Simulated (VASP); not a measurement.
The system is C.

```
C
1.0
     3.44535    0.00000    0.00000
     0.00000    3.44535    0.00000
     0.00000    0.00000    3.69659
C
4
Direct
  0.00000 0.29998 0.00000
  0.70002 0.00000 0.00000
  0.29998 0.00000 0.00000
  0.00000 0.70002 0.00000
```

- Program: VASP 6.6.1
- Task: relaxation of cell and atoms
- Functional: PBE
- Potentials or basis: VASP PAW PBE potentials, release 64 (C)
- Cutoff: 600 eV
- k mesh: 14 × 14 × 12
- Occupations: gaussian, width 0.1 eV
- Spin: no spin polarisation

At the start: pressure 0.1 GPa; volume 10.97 Å³/atom.

Question: Where does the relaxation end?

Answer: Over 16 steps the energy falls by 3.3 meV/atom and the volume is 12.46 Å³/atom (+13.6 %); space group P4/mmm (No. 123, to 0.1 Å) before and after.

The path:
```
step  energy change (eV)  largest force (eV/Å)  pressure (GPa)  volume (Å³)
   1              0.0000                0.3345            0.11        43.88
   2              0.0464                1.8056            0.57        43.93
   3             -0.0018                0.0061            0.10        43.89
   4             -0.0021                0.0046            0.38        43.93
   5             -0.0023                0.0024            0.99        44.01
   6             -0.0024                0.0020            0.99        44.03
   7             -0.0026                0.0014            0.98        44.08
   8             -0.0029                0.0002            0.95        44.18
   9             -0.0036                0.0021            0.92        44.38
  10             -0.0049                0.0060            0.84        44.77
  11             -0.0071                0.0106            0.67        45.57
  12             -0.0105                0.0090            0.37        47.17
  13             -0.0130                0.0313           -0.19        50.38
  14             -0.0130                0.0214           -0.10        49.83
  15             -0.0124                0.1962            0.40        49.97
  16             -0.0131                0.0070           -0.03        49.84
```

Final structure:
```cif
data_structure
_symmetry_space_group_name_H-M 'P 1'
_symmetry_Int_Tables_number 1
_cell_length_a 3.4452
_cell_length_b 3.4452
_cell_length_c 4.1993
_cell_angle_alpha 90.000
_cell_angle_beta 90.000
_cell_angle_gamma 90.000
_cell_volume 49.84
loop_
_atom_site_label
_atom_site_type_symbol
_atom_site_fract_x
_atom_site_fract_y
_atom_site_fract_z
_atom_site_occupancy
C1 C 0.00000 0.30095 0.00000 1
C2 C 0.69905 0.00000 0.00000 1
C3 C 0.30095 0.00000 0.00000 1
C4 C 0.00000 0.69905 0.00000 1
```

Caveat: this functional lacks dispersion, which binds layers or chains, so the pressure and a relaxed spacing across them are unreliable.
